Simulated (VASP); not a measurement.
**TaN: single point with LDA**

TaN:

```
Ta N
1.0
     0.00000    2.18144    2.18144
     2.18144    0.00000    2.18144
     2.18144    2.18144    0.00000
Ta N
1 1
Direct
  0.50000 0.50000 0.50000
  0.00000 0.00000 0.00000
```

| Quantity | Value |
| --- | --- |
| Program | VASP 6.6.1 |
| Task | single point |
| Functional | LDA |
| Potentials or basis | VASP PAW LDA potentials, release 64 (Ta_sv_GW, N) |
| Cutoff | 700 eV |
| k mesh | 10 × 10 × 10 |
| Occupations | fermi-dirac, width 0.05 eV |
| Spin | no spin polarisation |
| Dipole correction | no |
| Further INCAR settings | ALGO = Normal; EDIFF = 1e-06; NBANDS = 16 |

```json
{"Pressure": "-2.8 GPa", "Band gap on the k mesh": "zero (bands 9 and 10 overlap by 4.15 eV)"}
```

Levels at points of the mesh, in eV from the Fermi level:
```tsv
k point	band 7	band 8	band 9	band 10	band 11	band 12
(0.00, 0.00, 0.00)	-3.84	-3.84	-2.22	-2.22	-2.22	-0.01
(0.50, 0.00, 0.00)	-7.76	-7.76	1.93	1.93	2.05	3.98
(0.50, 0.50, 0.00)	-5.65	-4.63	-4.63	2.11	3.65	3.65
```

It took 12 s on 1 thread of Intel(R) Xeon(R) 6975P-C (Granite Rapids) (shared host), peak memory 0.16 GiB.

Caveat: spin-orbit coupling is left out, which moves the levels of the heavy elements.
